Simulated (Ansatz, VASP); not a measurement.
**Te2Mo in VASP and in Ansatz**

```
Te Mo
1.0
     3.50389    0.00000    0.00000
    -1.75195    3.03446    0.00000
     0.00000    0.00000   33.27021
Te Mo
2 1
Direct
  0.33333 0.66667 0.44539
  0.33333 0.66667 0.55461
  0.66667 0.33333 0.50000
```

Alike in both runs: functional PBE; dispersion D3(BJ); k mesh 12 × 12 × 1; occupations gaussian, width 0.02 eV; no spin polarisation.

Ansatz relaxed the structure, and its values are those at the end. VASP's run is a single point on that final structure, the one shown.

|  | VASP | Ansatz |
| --- | --- | --- |
| version | VASP 6.6.1 | Ansatz 0.2.0 |
| potentials or method | VASP PAW PBE potentials, release 64 (Te, Mo_sv), cutoff 520 eV | scalar-relativistic, plane waves, PAW |
| valence electrons in the cell | 26 | 46 |

VASP gave:

```
gap on the k mesh at the Fermi level (eV) : 1.19
least direct gap on the mesh (eV)         : 1.19
rms of the force components (eV/Å)        : 0.006
```

Question: What did Ansatz give for the same quantities?

Answer: gap on the k mesh at the Fermi level (eV): 1.19; least direct gap on the mesh (eV): 1.19; rms of the force components (eV/Å): 0.000.

VASP's potentials hold 26 valence electrons a cell and Ansatz's 46, so a difference there can come from the potentials and not from the codes. Ansatz's warnings: relaxed geometry near dispersion switch.

Neither program's run includes spin-orbit coupling.
